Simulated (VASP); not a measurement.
# Ge (P6/mmm) in VASP: further runs

Ge is run at these levels: PBE; tasks: single point, relaxation of cell and atoms.

Everything below comes from runs of VASP 6.6.1. Logs are shortened: lines on timing, memory, paths and dates and some standing lists are left out, and cuts for length are marked.

## 1. The cell of the first run

Symmetry: P6/mmm, No. 191, hexagonal system. The conventional cell has a = 3.030 Å, b = 3.030 Å, c = 2.512 Å, α = 90.00°, β = 90.00°, γ = 120.00°. Within 3.3 Å of Ge (site symmetry 6/mmm) lie 8 Ge at 2.51 to 3.03 Å.

## 2. Single point, PBE

Input file INCAR:

```
PREC = Accurate
ENCUT = 520
EDIFF = 1E-7
ISMEAR = 0
SIGMA = 0.1
LREAL = F
LASPH = T
NELM = 60
ALGO = Normal
ISIF = 2
LWAVE = F
LCHARG = F
GGA = PE
NBANDS = 28
```

Input file KPOINTS:

```
Automatic mesh
0
Gamma
  6 6 4
```

Input file POSCAR:

```
Ge
1.0
    5.2472814487     -0.0000000035      0.0000000000
   -2.6236407213      4.5442790371      0.0000000000
    0.0000000000      0.0000000000      2.5117209093
Ge
3
Direct
    0.6666657992      0.6666693526      0.5000000000
    0.3333306474      0.9999964366      0.5000000000
    0.0000035634      0.3333342008      0.5000000000
```

Potentials or basis: VASP PAW PBE potentials, release 64 (Ge_d).

Started as:

```sh
$ cat potpaw_PBE.64/Ge_d/POTCAR > POTCAR
$ mpirun -np 1 vasp_std > vasp.out
```

OUTCAR:

```text
PREC = Accurate
   ENCUT = 520
   EDIFF = 1E-7
   ISMEAR = 0
   LREAL = F
   LASPH = T
   NELM = 60
   ISIF = 2
   GGA = PE

 ion  position               nearest neighbor table
   1  0.667  0.667  0.500-
   2  0.333  1.000  0.500-
   3  0.000  0.333  0.500-

  LATTYP: Found a hexagonal cell.
 ALAT       =     5.2472814487
 C/A-ratio  =     0.4786708954

  Lattice vectors:

 A1 = (   5.2472814487,  -0.0000000035,   0.0000000000)
 A2 = (  -2.6236407213,   4.5442790371,   0.0000000000)
 A3 = (   0.0000000000,   0.0000000000,   2.5117209093)

Analysis of symmetry for initial positions (statically):
=====================================================================
 Subroutine PRICEL returns:
 Original cell was already a primitive cell.

 Routine SETGRP: Setting up the symmetry group for a
 hexagonal supercell.

 Subroutine GETGRP returns: Found 24 space group operations
 (whereof  6 operations were pure point group operations)
 out of a pool of 24 trial point group operations.

The static configuration has the point symmetry C_3h.
 The point group associated with its full space group is D_6h.

Analysis of symmetry for dynamics (positions and initial velocities):
=====================================================================
 Subroutine PRICEL returns:
 Original cell was already a primitive cell.

 Routine SETGRP: Setting up the symmetry group for a
 hexagonal supercell.

 Subroutine GETGRP returns: Found 24 space group operations
 (whereof  6 operations were pure point group operations)
 out of a pool of 24 trial point group operations.

The dynamic configuration has the point symmetry C_3h.
 The point group associated with its full space group is D_6h.

 Subroutine INISYM returns: Found 24 space group operations
 (whereof  6 operations are pure point group operations),
 and found     1 'primitive' translations

----------------------------------------------------------------------------------------

                                     Primitive cell

  volume of cell :      59.8923

  direct lattice vectors                    reciprocal lattice vectors
     5.247281449 -0.000000003  0.000000000     0.190574874  0.110028455  0.000000000
    -2.623640721  4.544279037  0.000000000     0.000000000  0.220056909  0.000000000
     0.000000000  0.000000000  2.511720909     0.000000000  0.000000000  0.398133406

  length of vectors
     5.247281449  5.247281449  2.511720909     0.220056909  0.220056909  0.398133406

  position of ions in fractional coordinates (direct lattice)
     0.666665799  0.666669353  0.500000000
     0.333330647  0.999996437  0.500000000
     0.000003563  0.333334201  0.500000000

  ion indices of the primitive-cell ions
   primitive index   ion index
                 1           1
                 2           2
                 3           3

----------------------------------------------------------------------------------------

 KPOINTS: Automatic mesh

Automatic generation of k-mesh.
 Grid dimensions read from file:
 generate k-points for:    6    6    4

 Generating k-lattice:

  Cartesian coordinates                     Fractional coordinates (reciprocal lattice)
     0.031762479  0.018338076  0.000000000     0.166666667  0.000000000  0.000000000
     0.000000000  0.036676152  0.000000000     0.000000000  0.166666667  0.000000000
     0.000000000  0.000000000  0.099533351     0.000000000  0.000000000  0.250000000

  Length of vectors
     0.036676152  0.036676152  0.099533351

  Shift w.r.t. Gamma in fractional coordinates (k-lattice)
     0.000000000  0.000000000  0.000000000

 Subroutine IBZKPT returns following result:
 ===========================================

 Found     21 irreducible k-points:

 Following reciprocal coordinates:
            Coordinates               Weight
  0.000000  0.000000  0.000000      1.000000
  0.166667  0.000000  0.000000      6.000000
  0.333333  0.000000  0.000000      6.000000
  0.500000  0.000000  0.000000      3.000000
  0.166667  0.166667  0.000000      6.000000
  0.333333  0.166667  0.000000     12.000000
[... 13 lines left out ...]
  0.333333  0.166667  0.500000     12.000000
  0.333333  0.333333  0.500000      2.000000
   k-points           NKPTS =     21   k-points in BZ     NKDIM =     21   number of bands    NBANDS=     28
   number of dos      NEDOS =    301   number of ions     NIONS =      3
   total plane-waves  NPLWV =  32000
   dimension x,y,z NGX =    40 NGY =   40 NGZ =   20
   dimension x,y,z NGXF=    80 NGYF=   80 NGZF=   40
   ions per type =               3
   NGX,Y,Z   is equivalent  to a cutoff of  12.67, 12.67, 13.24 a.u.
   NGXF,Y,Z  is equivalent  to a cutoff of  25.35, 25.35, 26.48 a.u.
 SYSTEM =  unknown system
   PREC   = accura    normal or accurate (medium, high low for compatibility)
   ISTART =      0    job   : 0-new  1-cont  2-samecut
   ICHARG =      2    charge: 1-file 2-atom 10-const
   ISPIN  =      1    spin polarized calculation?
   LNONCOLLINEAR =      F non collinear calculations
   LSORBIT =      F    spin-orbit coupling
   LASPH  =      T    aspherical Exc in radial PAW
   ENCUT  =  520.0 eV  38.22 Ry    6.18 a.u.   9.76  9.76  4.67*2*pi/ulx,y,z
   NELM   =     60;   NELMIN=  2; NELMDL= -5     # of ELM steps
   EDIFF  = 0.1E-06   stopping-criterion for ELM
   LREAL  =      F    real-space projection
   EDIFFG = 0.1E-05   stopping-criterion for IOM
   NSW    =      0    number of steps for IOM
   IBRION =     -1    ionic relax: 0-MD 1-quasi-New 2-CG
   NFREE  =      0    steps in history (QN), initial steepest desc. (CG)
   ISIF   =      2    stress and relaxation
   ISYM   =      2    0-nonsym 1-usesym 2-fastsym
   POTIM  = 0.5000    time-step for ionic-motion
   TEBEG  =    0.0;   TEEND  =   0.0 temperature during run
   PSTRESS=    0.0 pullay stress
   NELECT =      42.0000    total number of electrons
   NUPDOWN=      -1.0000    fix difference up-down
   EMIN   =  10.00;   EMAX   =-10.00  energy-range for DOS
   EFERMI =   0.00;   METHOD = LEGACY
   ISMEAR =     0;   SIGMA  =   0.10  broadening in eV -4-tet -1-fermi 0-gaus
   EFERMI_NEDOS =   21; number of points for ismear=-14 and -15
   IALGO  =     38    algorithm
   IMIX   =      4    mixing-type and parameters
     AMIX     =   0.40;   BMIX     =  1.00
     AMIX_MAG =   1.60;   BMIX_MAG =  1.00
  volume/ion in A,a.u.               =      19.96       134.72
  Fermi-wavevector in a.u.,A,eV,Ry     =   1.454457  2.748526 28.782396  2.115446
  Thomas-Fermi vector in A             =   2.571606
   LORBIT       =      0    0 simple, 1 ext, 2 COOP (PROOUT), +10 PAW based schemes
   GGA     = PE    functional components
   LHFCALC =     F    Hartree Fock is set to
   AEXX    =    0.0000 exact exchange contribution
   IVDW    =     0    specifies the selected vdW correction
   LEPSILON=     F    determine dielectric tensor
   LRPA    =     F    only Hartree local field effects (RPA)
 non-spin polarized calculation
 Gauss-broadening in eV      SIGMA  =   0.10
  energy-cutoff  :      520.00
  volume of cell :       59.89
 maximum number of plane-waves:      1642
 NGX is ok and might be reduce to    40

 number of electron      41.9999980 magnetization

 Free energy of the ion-electron system (eV)
  ---------------------------------------------------
  ext. energy  EPLUGINS =         0.00000000
  ---------------------------------------------------
  free energy    TOTEN  =       -12.99185714 eV

  energy without entropy =      -12.98714182  energy(sigma->0) =      -12.98949948

 E-fermi :   6.3782     XC(G=0): -10.9427

 val. band max:        6.0379987691   @ k =   0.3333   0.1667   0.5000
 cond. band min:       6.3782662677   @ k =   0.1667   0.1667   0.5000
 fundamental gap:      0.3402674985
 Fermi energy:         6.3782258406

 k-point     1 :       0.0000    0.0000    0.0000
  band No.  band energies     occupation
      1     -18.8591      2.00000
      2     -18.8222      2.00000
      3     -18.8222      2.00000
      4     -18.6418      2.00000
      5     -18.6418      2.00000
      6     -18.6060      2.00000
[... 20 lines left out ...]
     27      18.4807      0.00000
     28      18.4807      0.00000

 k-point     2 :       0.1667    0.0000    0.0000
  band No.  band energies     occupation
      1     -18.8561      2.00000
      2     -18.8243      2.00000
      3     -18.8241      2.00000
      4     -18.6428      2.00000
      5     -18.6349      2.00000
      6     -18.6281      2.00000
[... 20 lines left out ...]
     27      17.3401      0.00000
     28      18.9244      0.00000

 k-point     3 :       0.3333    0.0000    0.0000
  band No.  band energies     occupation
      1     -18.8486      2.00000
      2     -18.8304      2.00000
      3     -18.8280      2.00000
      4     -18.6459      2.00000
      5     -18.6448      2.00000
      6     -18.6385      2.00000
[... 20 lines left out ...]
     27      16.7323      0.00000
     28      18.1542      0.00000

 k-point     4 :       0.5000    0.0000    0.0000
  band No.  band energies     occupation
      1     -18.8391      2.00000
      2     -18.8391      2.00000
      3     -18.8300      2.00000
      4     -18.6525      2.00000
      5     -18.6445      2.00000
      6     -18.6445      2.00000
[... 485 lines left out ...]
     27      10.7086      0.00000
     28      12.7712      0.00000

 k-point    20 :       0.3333    0.1667    0.5000
  band No.  band energies     occupation
      1     -18.7066      2.00000
      2     -18.6973      2.00000
      3     -18.6849      2.00000
      4     -18.6702      2.00000
      5     -18.6700      2.00000
      6     -18.6647      2.00000
[... 20 lines left out ...]
     27      11.9728      0.00000
     28      12.3899      0.00000

 k-point    21 :       0.3333    0.3333    0.5000
  band No.  band energies     occupation
      1     -18.6975      2.00000
      2     -18.6975      2.00000
      3     -18.6975      2.00000
      4     -18.6670      2.00000
      5     -18.6670      2.00000
      6     -18.6670      2.00000
[... 20 lines left out ...]
     27      11.9015      0.00000
     28      13.2993      0.00000

------------------------ aborting loop because EDIFF is reached ----------------------------------------

  FORCE on cell =-STRESS in cart. coord.  units (eV):
  Direction    XX          YY          ZZ          XY          YZ          ZX
  --------------------------------------------------------------------------------------
  -------------------------------------------------------------------------------------
  Total        0.0162585      0.0162585     -0.0999561      0.0000000      0.0000000      0.0000000
  in kB        0.4349321      0.4349321     -2.6739243      0.0000000      0.0000000      0.0000000
  external PRESSURE =      -0.6013533 kB  Pullay stress =       0.0000000 kB

 VOLUME and BASIS-vectors are now :
 -----------------------------------------------------------------------------
  energy-cutoff  :      520.00
  volume of cell :       59.89
      direct lattice vectors                 reciprocal lattice vectors
     5.247281449 -0.000000003  0.000000000     0.190574874  0.110028455  0.000000000
    -2.623640721  4.544279037  0.000000000     0.000000000  0.220056909  0.000000000
     0.000000000  0.000000000  2.511720909     0.000000000  0.000000000  0.398133406

 POSITION                                       TOTAL-FORCE (eV/Angst)
 -----------------------------------------------------------------------------------
      1.74908      3.02953      1.25586        -0.000000      0.000000     -0.000000
     -0.87455      4.54426      1.25586         0.000390      0.000225      0.000000
     -0.87453      1.51476      1.25586        -0.000390     -0.000225      0.000000
 -----------------------------------------------------------------------------------
    total drift:                               -0.000013      0.000003      0.000000

  FREE ENERGIE OF THE ION-ELECTRON SYSTEM (eV)
  ---------------------------------------------------
  free  energy   TOTEN  =       -12.9918571359 eV

  energy  without entropy=      -12.9871418191  energy(sigma->0) =      -12.98949948
```

It took 32 s on 1 thread of AMD EPYC 9R45 (Zen 5), shared host; peak memory 0.15 GiB.

What came out:

```yaml
Free_energy: -12.9919 eV
Pressure: -0.1 GPa
Band_gap_on_the_k_mesh: zero (band 21 reaches 7.25 eV, above the bottom of band 22 at 2.56 eV)
```

Caveat: the k points lie up to 0.63 Å⁻¹ apart.

## 3. Single point, PBE

This run uses another cell than the first one: it holds 1 atom, not 3.

Input file INCAR:

```
SYSTEM = Ge
  PREC = Accurate
  ENCUT = 520
  EDIFF = 1E-6
  ISMEAR = 0
  SIGMA = 0.1
  LREAL = .FALSE.
  LASPH = .TRUE.
  NELM = 60
  ALGO = Normal
  ISIF = 2
  LWAVE = .FALSE.
  LCHARG = .FALSE.
  GGA = PE
  NBANDS = 13
```

Input file KPOINTS:

```
regular mesh
0
G
  24 24 20
  0 0 0
```

Input file POSCAR:

```
Ge
1.0
    2.8788925199      0.0000000000      0.0000000000
   -1.4394462599      2.4931940570      0.0000000000
    0.0000000000      0.0000000000      2.6932566226
Ge
1
Direct
    0.0000000000      0.0000000000      0.5000000000
```

Potentials or basis: VASP PAW PBE potentials, release 64 (Ge_d).

Started as:

```sh
$ cat potpaw_PBE.64/Ge_d/POTCAR > POTCAR
$ mpirun -np 1 vasp_std > vasp.out
```

Run time: 1.9 min. Hardware: 1 thread of AMD EPYC 9R45 (Zen 5), shared host; peak memory 0.23 GiB.

Results (log left out):

```
Free energy            : -4.2757 eV
Pressure               : -0.2 GPa
Band gap on the k mesh : zero (band 7 reaches 13.13 eV, above the bottom of band 8 at 3.02 eV)
```

Levels at points of the mesh, in eV from the Fermi level:
```csv
k point,band 3,band 4,band 5,band 6,band 7,band 8,band 9,band 10,band 11,band 12
"(0.00, 0.00, 0.00)",-24.67,-24.53,-24.53,-12.98,6.63,8.12,8.12,10.17,14.04,14.04
"(0.50, 0.00, 0.00)",-24.58,-24.55,-24.54,-8.11,-5.45,4.07,8.06,10.37,16.35,16.36
"(0.00, 0.00, 0.50)",-24.60,-24.60,-24.56,-9.19,-5.77,10.97,10.97,16.52,17.40,17.40
"(0.50, 0.00, 0.50)",-24.62,-24.55,-24.46,-3.96,-2.37,-1.84,3.48,6.95,12.28,13.83
```

[end of part 1 of 2]
